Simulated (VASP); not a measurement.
Input of a VASP 6.6.1 run:

Contents of INCAR:

```
SYSTEM = SiC
ALGO = Normal ; EDIFF = 1E-6
EDIFFG = -0.005 ; ENCUT = 600
GGA = PE ; IBRION = 2
ISIF = 3 ; ISMEAR = -1
LASPH = .TRUE. ; LCHARG = .FALSE.
LREAL = .FALSE. ; LWAVE = .FALSE.
NELM = 100 ; NSW = 60
PREC = Accurate ; PSTRESS = 1900.0
SIGMA = 0.05
```

Contents of KPOINTS:

```
k-points
0
G
  17 17 17
  0 0 0
```

POSCAR

```
SiC
1.0
    0.0000000000      1.8558106285      1.8558106285
    1.8558106285      0.0000000000      1.8558106285
    1.8558106285      1.8558106285      0.0000000000
Si C
1 1
Direct
    0.0000000000      0.0000000000      0.0000000000
    0.2500000000      0.2500000000      0.2500000000
```

Potentials or basis: VASP PAW PBE potentials, release 64 (Si, C).

Launch:

```sh
$ cat potpaw_PBE.64/Si/POTCAR potpaw_PBE.64/C/POTCAR > POTCAR
$ mpirun -np 1 vasp_std > vasp.out
```

**Question.** Predict the relaxed cell.

**Answer.** a = 2.699 Å, b = 2.699 Å, c = 2.699 Å, α = 60.00°, β = 60.00°, γ = 60.00°.

**Question.** Predict the relaxed volume.

**Answer.** 6.95 Å³/atom.

**Question.** Predict the band gap on the k mesh.

**Answer.** 0.94 eV, indirect (least direct gap 4.83 eV).

**Question.** Estimate the space group after relaxing (to 0.05 Å).

**Answer.** F-43m (No. 216).

Final structure:
```
CELL_PARAMETERS angstrom
0.00000 1.90871 1.90871
1.90871 0.00000 1.90871
1.90871 1.90871 0.00000
ATOMIC_POSITIONS crystal
Si 0.00000 0.00000 0.00000
C 0.25000 0.25000 0.25000
```

Caveat: the cell is relaxed towards a set pressure, so the enthalpy falls and the energy may rise. A k mesh can miss the band edges.
